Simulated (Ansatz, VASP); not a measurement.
# Sb: VASP beside Ansatz

```
Sb
1.0
     4.06868    0.00000    0.00000
    -2.03434    3.52358    0.00000
     0.00000    0.00000   20.80003
Sb
4
Direct
  0.33333 0.66667 0.29567
  0.66667 0.33333 0.21635
  0.00000 0.88889 0.56010
  0.33333 0.55556 0.48077
```

Alike in both runs: task single point; functional PBE; dispersion D3(BJ); k mesh 9 × 9 × 1; occupations gaussian, width 0.05 eV; no spin polarisation.

|  | VASP | Ansatz |
| --- | --- | --- |
| version | VASP 6.6.1 | Ansatz 0.2.0 |
| potentials or method | VASP PAW PBE potentials, release 64 (Sb), cutoff 520 eV | scalar-relativistic, plane waves, PAW |
| valence electrons in the cell | 20 | 60 |

Ansatz gave:

```
gap on the k mesh at the Fermi level (eV) : 0.86
least direct gap on the mesh (eV)         : 1.36
rms of the force components (eV/Å)        : 0.013
```

**Question.** What did VASP give for the same quantities?

**Answer.** gap on the k mesh at the Fermi level (eV): 0.87; least direct gap on the mesh (eV): 1.32; rms of the force components (eV/Å): 0.058.

Atom by atom the forces differ by 0.050 eV/Å (rms over components). VASP's potentials hold 20 valence electrons a cell and Ansatz's 60, so a difference there can come from the potentials and not from the codes.

Spin-orbit coupling is off throughout.
